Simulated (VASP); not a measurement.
**LaB6: single point with LDA**

The system is LaB6.

```
CELL_PARAMETERS angstrom
4.09903 0.00000 0.00000
0.00000 4.09903 0.00000
0.00000 0.00000 4.09903
ATOMIC_POSITIONS crystal
La 0.00000 0.00000 0.00000
B 0.19994 0.50000 0.50000
B 0.50000 0.19994 0.50000
B 0.80006 0.50000 0.50000
B 0.50000 0.80006 0.50000
B 0.50000 0.50000 0.19994
B 0.50000 0.50000 0.80006
```

```json
{
  "Program": "VASP 6.6.1",
  "Task": "single point",
  "Functional": "LDA",
  "Potentials or basis": "VASP PAW LDA potentials, release 64 (La, B)",
  "Cutoff": "520 eV",
  "k mesh": "10 × 10 × 10",
  "Occupations": "fermi-dirac, width 0.15 eV",
  "Spin": "no spin polarisation",
  "Dipole correction": "no",
  "Further INCAR settings": "ALGO = Normal; EDIFF = 1e-06; NBANDS = 24"
}
```

| Property | Result |
| --- | --- |
| Pressure | 0.2 GPa |
| Largest force | 0.022 eV/Å |

Forces on the atoms (eV/Å):
```
La   0.000  0.000  0.000
B   -0.022  0.000  0.000
B    0.000 -0.022  0.000
B    0.022  0.000  0.000
B    0.000  0.022  0.000
B    0.000  0.000 -0.022
B    0.000  0.000  0.022
```

Levels at points of the mesh, in eV from the Fermi level:
```
           k point  band 12  band 13  band 14  band 15  band 16  band 17
(0.00, 0.00, 0.00)    -1.85    -1.85    -1.85     0.24     0.24     0.24
(0.50, 0.00, 0.00)    -3.44    -3.16    -2.54    -1.46     1.53     1.74
(0.50, 0.50, 0.00)    -4.51    -2.86    -2.86     1.09     1.09     2.04
(0.50, 0.50, 0.50)    -2.36    -2.36    -2.36     1.53     1.84     1.84
```

It took 110 s on 1 thread of Oxide Virtual Turin-like Processor, with other jobs on the host, peak memory 0.19 GiB.

Caveat: spin-orbit coupling is left out, which moves the levels of the heavy elements.
